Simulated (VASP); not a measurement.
# FePt (P4/mmm) in VASP: a series of runs

FePt is run at these levels: r2SCAN, PBE; tasks: single point.

Everything below comes from runs of VASP 6.6.1. Logs are shortened: lines on timing, memory, paths and dates and some standing lists are left out, and cuts for length are marked.

## 1. The cell of the first run

The structure is tetragonal, space group P4/mmm (No. 123). Conventional cell: a = 2.742 Å, b = 2.742 Å, c = 3.745 Å, α = 90.00°, β = 90.00°, γ = 90.00°. Within 3.6 Å of Pt (site symmetry 4/mmm) lie 8 Fe at 2.70 Å and 4 Pt at 2.74 Å. Within 3.6 Å of Fe (site symmetry 4/mmm) lie 8 Pt at 2.70 Å and 4 Fe at 2.74 Å.

## 2. Single point, r2SCAN, collinear spin, ferromagnetic start

POSCAR

```
FePt
1.0
    2.7415369495      0.0000000000      0.0000000000
    0.0000000000      2.7415369495      0.0000000000
    0.0000000000      0.0000000000      3.7446364796
Pt Fe
1 1
Direct
    0.5000000000      0.5000000000      0.5000000000
    0.0000000000      0.0000000000      0.0000000000
```

INCAR.step1

```
SYSTEM = FePt
PREC = Accurate
ENCUT = 520
ISMEAR = -1
SIGMA = 0.05
LREAL = .FALSE.
LASPH = .TRUE.
NELM = 150
ISPIN = 2
MAGMOM = 0 3
LMAXMIX = 4
NBANDS = 20
GGA = PE
ALGO = Normal
EDIFF = 1E-4
LWAVE = .TRUE.
LCHARG = .FALSE.
```

INCAR.step2

```
SYSTEM = FePt
PREC = Accurate
ENCUT = 520
EDIFF = 1E-6
ISMEAR = -1
SIGMA = 0.05
LREAL = .FALSE.
LASPH = .TRUE.
NELM = 150
ALGO = Normal
ISIF = 2
LWAVE = .FALSE.
LCHARG = .FALSE.
ISPIN = 2
MAGMOM = 0 3
LORBIT = 11
LMAXMIX = 4
METAGGA = R2SCAN
LMIXTAU = .TRUE.
NBANDS = 20
ISTART = 1
```

KPOINTS

```
Automatic mesh
0
G
  10 10 7
  0 0 0
```

Potentials or basis: VASP PAW PBE potentials, release 64 (Pt, Fe).

Run with:

```
> cat potpaw_PBE.64/Pt/POTCAR potpaw_PBE.64/Fe/POTCAR > POTCAR
> cp INCAR.step1 INCAR
> mpirun -np 1 vasp_std > vasp.out
> cp INCAR.step2 INCAR
> mpirun -np 1 vasp_std > vasp.out
```

OUTCAR:

```text
SYSTEM = FePt
   PREC = Accurate
   ENCUT = 520
   EDIFF = 1E-6
   ISMEAR = -1
   LREAL = .FALSE.
   LASPH = .TRUE.
   NELM = 150
   ISIF = 2
   ISPIN = 2
   LORBIT = 11
   METAGGA = R2SCAN
   ISTART = 1

 ion  position               nearest neighbor table
   1  0.500  0.500  0.500-   2 2.70   2 2.70   2 2.70   2 2.70   2 2.70   2 2.70   2 2.70   2 2.70

   2  0.000  0.000  0.000-   1 2.70   1 2.70   1 2.70   1 2.70   1 2.70   1 2.70   1 2.70   1 2.70

  LATTYP: Found a simple tetragonal cell.
 ALAT       =     2.7415369495
 C/A-ratio  =     1.3658894805

  Lattice vectors:

 A1 = (   2.7415369495,   0.0000000000,   0.0000000000)
 A2 = (   0.0000000000,   2.7415369495,   0.0000000000)
 A3 = (   0.0000000000,   0.0000000000,   3.7446364796)

Analysis of symmetry for initial positions (statically):
=====================================================================
 Subroutine PRICEL returns:
 Original cell was already a primitive cell.

 Routine SETGRP: Setting up the symmetry group for a
 simple tetragonal supercell.

 Subroutine GETGRP returns: Found 16 space group operations
 (whereof 16 operations were pure point group operations)
 out of a pool of 16 trial point group operations.

The static configuration has the point symmetry D_4h.

Analysis of symmetry for dynamics (positions and initial velocities):
=====================================================================
 Subroutine PRICEL returns:
 Original cell was already a primitive cell.

 Routine SETGRP: Setting up the symmetry group for a
 simple tetragonal supercell.

 Subroutine GETGRP returns: Found 16 space group operations
 (whereof 16 operations were pure point group operations)
 out of a pool of 16 trial point group operations.

The dynamic configuration has the point symmetry D_4h.

Analysis of structural, dynamic, and magnetic symmetry:
=====================================================================
 Subroutine PRICEL returns:
 Original cell was already a primitive cell.

 Routine SETGRP: Setting up the symmetry group for a
 simple tetragonal supercell.

 Subroutine GETGRP returns: Found 16 space group operations
 (whereof 16 operations were pure point group operations)
 out of a pool of 16 trial point group operations.

The overall configuration has the point symmetry D_4h.

 Subroutine INISYM returns: Found 16 space group operations
 (whereof 16 operations are pure point group operations),
 and found     1 'primitive' translations

----------------------------------------------------------------------------------------

                                     Primitive cell

  volume of cell :      28.1448

  direct lattice vectors                    reciprocal lattice vectors
     2.741536949  0.000000000  0.000000000     0.364758899  0.000000000  0.000000000
     0.000000000  2.741536949  0.000000000     0.000000000  0.364758899  0.000000000
     0.000000000  0.000000000  3.744636480     0.000000000  0.000000000  0.267048619

  length of vectors
     2.741536949  2.741536949  3.744636480     0.364758899  0.364758899  0.267048619

  position of ions in fractional coordinates (direct lattice)
     0.500000000  0.500000000  0.500000000
     0.000000000  0.000000000  0.000000000

  ion indices of the primitive-cell ions
   primitive index   ion index
                 1           1
                 2           2

----------------------------------------------------------------------------------------

 KPOINTS: Automatic mesh

Automatic generation of k-mesh.
 Grid dimensions read from file:
 generate k-points for:   10   10    7

 Generating k-lattice:

  Cartesian coordinates                     Fractional coordinates (reciprocal lattice)
     0.036475890  0.000000000  0.000000000     0.100000000  0.000000000  0.000000000
     0.000000000  0.036475890  0.000000000     0.000000000  0.100000000  0.000000000
     0.000000000  0.000000000  0.038149803     0.000000000  0.000000000  0.142857143

  Length of vectors
     0.036475890  0.036475890  0.038149803

  Shift w.r.t. Gamma in fractional coordinates (k-lattice)
     0.000000000  0.000000000  0.000000000

 Subroutine IBZKPT returns following result:
 ===========================================

 Found     84 irreducible k-points:

 Following reciprocal coordinates:
            Coordinates               Weight
  0.000000  0.000000  0.000000      1.000000
  0.100000  0.000000  0.000000      4.000000
  0.200000  0.000000  0.000000      4.000000
  0.300000  0.000000  0.000000      4.000000
  0.400000  0.000000  0.000000      4.000000
  0.500000  0.000000  0.000000      2.000000
[... 16 lines left out ...]
  0.100000  0.000000  0.142857      8.000000
  0.200000  0.000000  0.142857      8.000000
 [... further k-points ...]
   k-points           NKPTS =     84   k-points in BZ     NKDIM =     84   number of bands    NBANDS=     20
   number of dos      NEDOS =    301   number of ions     NIONS =      2
   total plane-waves  NPLWV =  11200
   dimension x,y,z NGX =    20 NGY =   20 NGZ =   28
   dimension x,y,z NGXF=    40 NGYF=   40 NGZF=   56
   ions per type =               1   1
   NGX,Y,Z   is equivalent  to a cutoff of  12.13, 12.13, 12.43 a.u.
   NGXF,Y,Z  is equivalent  to a cutoff of  24.26, 24.26, 24.86 a.u.
 SYSTEM =  FePt
   PREC   = accura    normal or accurate (medium, high low for compatibility)
   ISTART =      1    job   : 0-new  1-cont  2-samecut
   ICHARG =      0    charge: 1-file 2-atom 10-const
   ISPIN  =      2    spin polarized calculation?
   LNONCOLLINEAR =      F non collinear calculations
   LSORBIT =      F    spin-orbit coupling
   LASPH  =      T    aspherical Exc in radial PAW
   ENCUT  =  520.0 eV  38.22 Ry    6.18 a.u.   5.10  5.10  6.96*2*pi/ulx,y,z
   NELM   =    150;   NELMIN=  2; NELMDL=  0     # of ELM steps
   EDIFF  = 0.1E-05   stopping-criterion for ELM
   LREAL  =      F    real-space projection
   EDIFFG = 0.1E-04   stopping-criterion for IOM
   NSW    =      0    number of steps for IOM
   IBRION =     -1    ionic relax: 0-MD 1-quasi-New 2-CG
   NFREE  =      0    steps in history (QN), initial steepest desc. (CG)
   ISIF   =      2    stress and relaxation
   ISYM   =      2    0-nonsym 1-usesym 2-fastsym
   POTIM  = 0.5000    time-step for ionic-motion
   TEBEG  =    0.0;   TEEND  =   0.0 temperature during run
   PSTRESS=    0.0 pullay stress
   NELECT =      18.0000    total number of electrons
   NUPDOWN=      -1.0000    fix difference up-down
   EMIN   =  10.00;   EMAX   =-10.00  energy-range for DOS
   EFERMI =   0.00;   METHOD = LEGACY
   ISMEAR =    -1;   SIGMA  =   0.05  broadening in eV -4-tet -1-fermi 0-gaus
   EFERMI_NEDOS =   21; number of points for ismear=-14 and -15
   IALGO  =     38    algorithm
   IMIX   =      4    mixing-type and parameters
     AMIX     =   0.40;   BMIX     =  1.00
     AMIX_MAG =   1.60;   BMIX_MAG =  1.00
  volume/ion in A,a.u.               =      14.07        94.97
  Fermi-wavevector in a.u.,A,eV,Ry     =   1.410478  2.665417 27.068093  1.989449
  Thomas-Fermi vector in A             =   2.532428
   LORBIT       =     11    0 simple, 1 ext, 2 COOP (PROOUT), +10 PAW based schemes
   METAGGA = R2SCAN    functional components
   LHFCALC =     F    Hartree Fock is set to
   AEXX    =    0.0000 exact exchange contribution
   IVDW    =     0    specifies the selected vdW correction
   LEPSILON=     F    determine dielectric tensor
   LRPA    =     F    only Hartree local field effects (RPA)
 spin polarized calculation
  energy-cutoff  :      520.00
  volume of cell :       28.14
 maximum number of plane-waves:       776
   NGX = 11   NGY = 11   NGZ = 13

 number of electron      17.9999991 magnetization       3.6080294

 Free energy of the ion-electron system (eV)
  ---------------------------------------------------
  ext. energy  EPLUGINS =         0.00000000
  ---------------------------------------------------
  free energy    TOTEN  =       -66.54775294 eV

  energy without entropy =      -66.53777457  energy(sigma->0) =      -66.54276376

 E-fermi :   8.4072     XC(G=0): -14.0427

 val. band max:        8.3807955364   @ k =   0.2000   0.0000   0.0000
 cond. band min:       8.4073139431   @ k =   0.2000   0.1000   0.0000
 fundamental gap:      0.0265184067
 Fermi energy:         8.4071525940

 spin component 1

 k-point     1 :       0.0000    0.0000    0.0000
  band No.  band energies     occupation
      1      -1.4357      1.00000
      2       1.6340      1.00000
      3       1.9541      1.00000
      4       4.2537      1.00000
      5       4.2537      1.00000
      6       4.6676      1.00000
[... 12 lines left out ...]
     19      30.6946      0.00000
     20      30.6946      0.00000

 k-point     2 :       0.1000    0.0000    0.0000
  band No.  band energies     occupation
      1      -1.1725      1.00000
      2       1.7772      1.00000
      3       2.1168      1.00000
      4       4.1815      1.00000
      5       4.3179      1.00000
      6       4.7382      1.00000
[... 12 lines left out ...]
     19      30.1547      0.00000
     20      31.1708      0.00000
[... 465 lines left out ...]
      3       2.2017      1.00000
      4       4.2303      1.00000
      5       4.3838      1.00000
      6       4.6684      1.00000
[... 12 lines left out ...]
     19      29.9858      0.00000
     20      30.7802      0.00000

 k-point    24 :       0.2000    0.0000    0.1429
  band No.  band energies     occupation
      1      -0.2162      1.00000
      2       2.2074      1.00000
      3       2.7062      1.00000
      4       4.0467      1.00000
      5       4.4715      1.00000
      6       4.7916      1.00000
[... 12 lines left out ...]
     19      32.0683      0.00000
     20      32.2162      0.00000

 [... further k-points ...]

 spin component 2

 k-point     1 :       0.0000    0.0000    0.0000
  band No.  band energies     occupation
      1      -1.5865      1.00000
      2       2.5117      1.00000
      3       2.5978      1.00000
      4       6.0473      1.00000
      5       6.0473      1.00000
      6       7.6392      1.00000
[... 12 lines left out ...]
     19      30.9750      0.00000
     20      30.9750      0.00000

 k-point     2 :       0.1000    0.0000    0.0000
  band No.  band energies     occupation
      1      -1.3210      1.00000
      2       2.6376      1.00000
      3       2.8008      1.00000
      4       5.7636      1.00000
      5       6.1190      1.00000
      6       7.4472      1.00000
[... 12 lines left out ...]
     19      30.8213      0.00000
     20      31.4628      0.00000
[... 465 lines left out ...]
      3       2.8692      1.00000
      4       5.7690      1.00000
      5       6.1614      1.00000
      6       7.4635      1.00000
[... 12 lines left out ...]
     19      30.8623      0.00000
     20      31.2037      0.00000

 k-point    24 :       0.2000    0.0000    0.1429
  band No.  band energies     occupation
      1      -0.3348      1.00000
      2       2.9443      1.00000
      3       3.5296      1.00000
      4       5.0218      1.00000
      5       6.2936      1.00000
      6       6.9813      1.00000
[... 12 lines left out ...]
     19      32.5237      0.00000
     20      32.7836      0.00000

 [... further k-points ...]

------------------------ aborting loop because EDIFF is reached ----------------------------------------

  FORCE on cell =-STRESS in cart. coord.  units (eV):
  Direction    XX          YY          ZZ          XY          YZ          ZX
  --------------------------------------------------------------------------------------
  -------------------------------------------------------------------------------------
  Total       -0.2941614     -0.2941614     -0.5449881      0.0000000     -0.0000000     -0.0000000
  in kB      -16.7455080    -16.7455080    -31.0241405      0.0000000     -0.0000000     -0.0000000
  external PRESSURE =     -21.5050522 kB  Pullay stress =       0.0000000 kB

 VOLUME and BASIS-vectors are now :
 -----------------------------------------------------------------------------
  energy-cutoff  :      520.00
  volume of cell :       28.14
      direct lattice vectors                 reciprocal lattice vectors
     2.741536949  0.000000000  0.000000000     0.364758899  0.000000000  0.000000000
     0.000000000  2.741536949  0.000000000     0.000000000  0.364758899  0.000000000
     0.000000000  0.000000000  3.744636480     0.000000000  0.000000000  0.267048619

 POSITION                                       TOTAL-FORCE (eV/Angst)
 -----------------------------------------------------------------------------------
      1.37077      1.37077      1.87232         0.000000      0.000000      0.000000
      0.00000      0.00000      0.00000         0.000000      0.000000      0.000000
 -----------------------------------------------------------------------------------
    total drift:                               -0.000000      0.000000      0.000000

  FREE ENERGIE OF THE ION-ELECTRON SYSTEM (eV)
  ---------------------------------------------------
  free  energy   TOTEN  =       -66.5477529418 eV

  energy  without entropy=      -66.5377745729  energy(sigma->0) =      -66.54276376

 total charge

# of ion       s       p       d       tot
------------------------------------------
    1        0.713   0.652   8.062   9.427
    2        0.412   0.462   6.031   6.905
--------------------------------------------------
tot          1.124   1.114  14.094  16.332

 magnetization (x)

# of ion       s       p       d       tot
------------------------------------------
    1       -0.023  -0.086   0.467   0.358
    2        0.019  -0.014   3.274   3.279
--------------------------------------------------
tot         -0.004  -0.100   3.741   3.637
```

Run time: 1.9 min. Hardware: 1 thread of Intel Xeon 6975P-C (Granite Rapids), shared host; peak memory 0.2 GiB.

Results:

* Free energy: -66.5478 eV
* Pressure: -2.2 GPa
* Net moment: 3.61 μB per cell
* Site moments: Pt +0.36; Fe +3.28 μB
* Valence electrons inside the program's atomic spheres: Pt 9.43; Fe 6.91

Levels at points of the mesh, in eV from the Fermi level:
Spin up:
| k point | band 8 | band 9 | band 10 | band 11 | band 12 | band 13 | band 14 | band 15 |
| --- | --- | --- | --- | --- | --- | --- | --- | --- |
| (0.00, 0.00, 0.00) | -2.78 | -0.96 | -0.96 | -0.79 | 2.30 | 9.69 | 11.95 | 11.95 |
| (0.50, 0.00, 0.00) | -3.25 | -2.81 | -1.78 | -0.60 | 1.94 | 10.47 | 10.56 | 12.72 |
| (0.50, 0.50, 0.00) | -1.24 | -1.14 | 0.43 | 1.60 | 1.60 | 7.46 | 10.01 | 11.21 |
Spin down:
```tsv
k point	band 3	band 4	band 5	band 6	band 7	band 8	band 9	band 10	band 11	band 12
(0.00, 0.00, 0.00)	-5.81	-2.36	-2.36	-0.77	-0.72	1.02	1.98	1.98	2.26	2.31
(0.50, 0.00, 0.00)	-4.40	-3.69	-2.54	-1.40	-1.03	-0.58	1.05	1.13	2.48	2.84
(0.50, 0.50, 0.00)	-5.11	-4.88	1.14	1.46	1.46	1.62	1.89	2.04	2.04	2.15
```

Caveat: the PAW data sets were made with another functional, which shifts forces and pressure a little; spin-orbit coupling is left out, which moves the levels of the heavy elements.

(Part 1 of 2 ends here.)
